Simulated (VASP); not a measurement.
# HfC (zincblende type) (F-43m) in VASP: relaxation of cell and atoms with PBE

Aim: the relaxation of cell and atoms of HfC (zincblende type) with PBE.

All numbers are computed with VASP 6.6.1; they aren't measurements. Logs are shortened: lines on timing, memory, paths and dates and some standing lists are left out, and cuts for length are marked.

## 1. The cell of the first run

It takes space group F-43m (No. 216, cubic). Conventional cell: a = 4.985 Å, b = 4.985 Å, c = 4.985 Å, α = 90.00°, β = 90.00°, γ = 90.00°. Hf (site symmetry -43m) has 4 C at 2.16 Å within 2.9 Å. C (site symmetry -43m) has 4 Hf at 2.16 Å within 2.9 Å.

## 2. Relaxation of cell and atoms, PBE

File INCAR:

```
SYSTEM = HfC
PREC     = Accurate       ! precision mode
ENCUT    = 600            ! plane-wave cutoff, eV
EDIFF    = 1E-6           ! SCF threshold, eV
ISMEAR   = -1             ! smearing method
SIGMA    = 0.08           ! smearing width, eV
LREAL    = .FALSE.        ! projectors in reciprocal space
LASPH    = .TRUE.         ! aspherical terms in the spheres
NELM     = 60             ! most SCF steps
ALGO     = Normal         ! electronic algorithm
ISIF     = 3              ! what is computed and relaxed
LWAVE    = .FALSE.        ! write WAVECAR
LCHARG   = .FALSE.        ! write CHGCAR
GGA      = PE             ! functional
IBRION   = 2              ! ionic algorithm
NSW      = 100            ! ionic steps
EDIFFG   = -0.005         ! ionic threshold
```

File KPOINTS:

```
Automatic mesh
0
G
  11 11 11
  0 0 0
```

File POSCAR:

```
HfC
1.0
    0.0000000000      2.4925373497      2.4925373497
    2.4925373497      0.0000000000      2.4925373497
    2.4925373497      2.4925373497      0.0000000000
Hf C
1 1
Direct
    0.0000000000      0.0000000000      0.0000000000
    0.2500000000      0.2500000000      0.2500000000
```

Potentials or basis: VASP PAW PBE potentials, release 64 (Hf_pv, C).

The run is started by

```
> cat potpaw_PBE.64/Hf_pv/POTCAR potpaw_PBE.64/C/POTCAR > POTCAR
> mpirun -np 1 vasp_std > vasp.out
```

OUTCAR:

```text
SYSTEM = HfC
   PREC = Accurate
   ENCUT = 600
   EDIFF = 1E-6
   ISMEAR = -1
   LREAL = .FALSE.
   LASPH = .TRUE.
   NELM = 60
   ISIF = 3
   GGA = PE
   IBRION = 2
   NSW = 100
   EDIFFG = -0.005

 ion  position               nearest neighbor table
   1  0.000  0.000  0.000-   2 2.16   2 2.16   2 2.16   2 2.16
   2  0.250  0.250  0.250-   1 2.16   1 2.16   1 2.16   1 2.16

  LATTYP: Found a face centered cubic cell.
 ALAT       =     4.9850746994

  Lattice vectors:

 A1 = (   0.0000000000,   2.4925373497,   2.4925373497)
 A2 = (   2.4925373497,   0.0000000000,   2.4925373497)
 A3 = (   2.4925373497,   2.4925373497,   0.0000000000)

Analysis of symmetry for initial positions (statically):
=====================================================================
 Subroutine PRICEL returns:
 Original cell was already a primitive cell.

 Routine SETGRP: Setting up the symmetry group for a
 face centered cubic supercell.

 Subroutine GETGRP returns: Found 24 space group operations
 (whereof 24 operations were pure point group operations)
 out of a pool of 48 trial point group operations.

The static configuration has the point symmetry T_d .

Analysis of symmetry for dynamics (positions and initial velocities):
=====================================================================
 Subroutine PRICEL returns:
 Original cell was already a primitive cell.

 Routine SETGRP: Setting up the symmetry group for a
 face centered cubic supercell.

 Subroutine GETGRP returns: Found 24 space group operations
 (whereof 24 operations were pure point group operations)
 out of a pool of 48 trial point group operations.

The dynamic configuration has the point symmetry T_d .

 Subroutine INISYM returns: Found 24 space group operations
 (whereof 24 operations are pure point group operations),
 and found     1 'primitive' translations

----------------------------------------------------------------------------------------

                                     Primitive cell

  volume of cell :      30.9710

  direct lattice vectors                    reciprocal lattice vectors
     0.000000000  2.492537350  2.492537350    -0.200598799  0.200598799  0.200598799
     2.492537350  0.000000000  2.492537350     0.200598799 -0.200598799  0.200598799
     2.492537350  2.492537350  0.000000000     0.200598799  0.200598799 -0.200598799

[... 94 lines left out ...]
   NELECT =      14.0000    total number of electrons
   NUPDOWN=      -1.0000    fix difference up-down
   EMIN   =  10.00;   EMAX   =-10.00  energy-range for DOS
   EFERMI =   0.00;   METHOD = LEGACY
   ISMEAR =    -1;   SIGMA  =   0.08  broadening in eV -4-tet -1-fermi 0-gaus
   EFERMI_NEDOS =   21; number of points for ismear=-14 and -15
   IALGO  =     38    algorithm
   IMIX   =      4    mixing-type and parameters
     AMIX     =   0.40;   BMIX     =  1.00
     AMIX_MAG =   1.60;   BMIX_MAG =  1.00
  volume/ion in A,a.u.               =      15.49       104.50
  Fermi-wavevector in a.u.,A,eV,Ry     =   1.256413  2.374277 21.477806  1.578574
  Thomas-Fermi vector in A             =   2.390122
   LORBIT       =      0    0 simple, 1 ext, 2 COOP (PROOUT), +10 PAW based schemes
   GGA     = PE    functional components
   LHFCALC =     F    Hartree Fock is set to
   AEXX    =    0.0000 exact exchange contribution
   IVDW    =     0    specifies the selected vdW correction
   LEPSILON=     F    determine dielectric tensor
   LRPA    =     F    only Hartree local field effects (RPA)
 conjugate gradient relaxation of ions
 non-spin polarized calculation
  energy-cutoff  :      600.00
  volume of cell :       30.97
 maximum number of plane-waves:      1044
   NGX = 15   NGY = 15   NGZ = 15

--------------------------------------- Ionic step        1  -------------------------------------------

 number of electron      13.9999999 magnetization

 Free energy of the ion-electron system (eV)
  ---------------------------------------------------
  ext. energy  EPLUGINS =         0.00000000
  ---------------------------------------------------
  free energy    TOTEN  =       -19.74048460 eV

  energy without entropy =      -19.73612473  energy(sigma->0) =      -19.73830467

------------------------ aborting loop because EDIFF is reached ----------------------------------------

  FORCE on cell =-STRESS in cart. coord.  units (eV):
  Direction    XX          YY          ZZ          XY          YZ          ZX
  --------------------------------------------------------------------------------------
  -------------------------------------------------------------------------------------
  Total        1.0649756      1.0649756      1.0649756      0.0000000      0.0000000      0.0000000
  in kB       55.0928486     55.0928486     55.0928486      0.0000000      0.0000000      0.0000000
  external PRESSURE =      55.0928486 kB  Pullay stress =       0.0000000 kB
[... 59 lines left out ...]
--------------------------------------- Ionic step        3  -------------------------------------------

 number of electron      14.0000000 magnetization

 Free energy of the ion-electron system (eV)
  ---------------------------------------------------
  ext. energy  EPLUGINS =         0.00000000
  ---------------------------------------------------
  free energy    TOTEN  =       -19.75761462 eV

  energy without entropy =      -19.75393159  energy(sigma->0) =      -19.75577310

 E-fermi :   3.8463     XC(G=0): -10.8172

 val. band max:        3.5743155297   @ k =  -0.3636   0.4545   0.1818
 cond. band min:       4.0837317576   @ k =  -0.3636   0.4545   0.0909
 fundamental gap:      0.5094162279
 Fermi energy:         3.8463036215

 k-point     1 :       0.0000    0.0000    0.0000
  band No.  band energies     occupation
      1     -25.9702      2.00000
      2     -25.9702      2.00000
      3     -25.9702      2.00000
      4      -6.9642      2.00000
      5       1.4127      2.00000
      6       1.4127      2.00000
      7       1.4127      2.00000
      8       6.9271      0.00000
      9       7.2808      0.00000
     10       7.2808      0.00000
     11      12.8066      0.00000
[... 309 lines left out ...]
 k-point    24 :      -0.1818    0.1818    0.0000
  band No.  band energies     occupation
      1     -26.1485      2.00000
      2     -26.0448      2.00000
      3     -25.9945      2.00000
      4      -5.8328      2.00000
      5       0.5180      2.00000
      6       1.7928      2.00000
      7       1.9681      2.00000
      8       6.3218      0.00000
      9       7.5673      0.00000
     10       8.8274      0.00000
     11      11.5243      0.00000

 [... further k-points ...]
[... 5 lines left out ...]
  --------------------------------------------------------------------------------------
  -------------------------------------------------------------------------------------
  Total       -0.0094754     -0.0094754     -0.0094754      0.0000000      0.0000000     -0.0000000
  in kB       -0.4743363     -0.4743363     -0.4743363      0.0000000      0.0000000     -0.0000000
  external PRESSURE =      -0.4743363 kB  Pullay stress =       0.0000000 kB
[... 17 lines left out ...]
  FREE ENERGIE OF THE ION-ELECTRON SYSTEM (eV)
  ---------------------------------------------------
  free  energy   TOTEN  =       -19.7576146171 eV

  energy  without entropy=      -19.7539315882  energy(sigma->0) =      -19.75577310

 reached required accuracy - stopping structural energy minimisation
```

Run time: 31 s. Hardware: 1 thread of AMD EPYC 9R45 (Zen 5), shared host; peak memory 0.15 GiB.

What came out:

| Item | Value |
| --- | --- |
| Free energy | -19.7576 eV |
| Relaxed volume | 16.00 Å³/atom |
| Relaxed cell | a = 3.564 Å, b = 3.564 Å, c = 3.564 Å, α = 60.00°, β = 60.00°, γ = 60.00° |
| Space group after relaxing (to 0.05 Å) | F-43m (No. 216) |
| Energy gained by relaxing | 8.6 meV/atom |
| Ionic steps | 3 |
| Pressure after relaxing | 0.0 GPa |
| Band gap on the k mesh | 0.51 eV, indirect (least direct gap 0.52 eV) |

The path:
```
step  energy change (eV)  largest force (eV/Å)  pressure (GPa)  volume (Å³)
   1              0.0000                0.0000            5.51        30.97
   2              0.0122                0.0000           -6.36        33.42
   3             -0.0171                0.0000           -0.05        32.01
```

Final structure:
```yaml
crystal:
  lattice:
    - [0.00000, 2.51998, 2.51998]
    - [2.51998, 0.00000, 2.51998]
    - [2.51998, 2.51998, 0.00000]
  atoms:
    - { symbol: Hf, position: [0.00000, 0.00000, 0.00000] }
    - { symbol: C, position: [0.25000, 0.25000, 0.25000] }
```

Levels at points of the mesh, in eV from the valence-band top:
```csv
k point,band 4,band 5,band 6,band 7,band 8,band 9,band 10,band 11
"(0.00, 0.00, 0.00)",-10.54,-2.16,-2.16,-2.16,3.35,3.71,3.71,9.23
```

Caveat: spin-orbit coupling is left out, which moves the levels of the heavy elements.
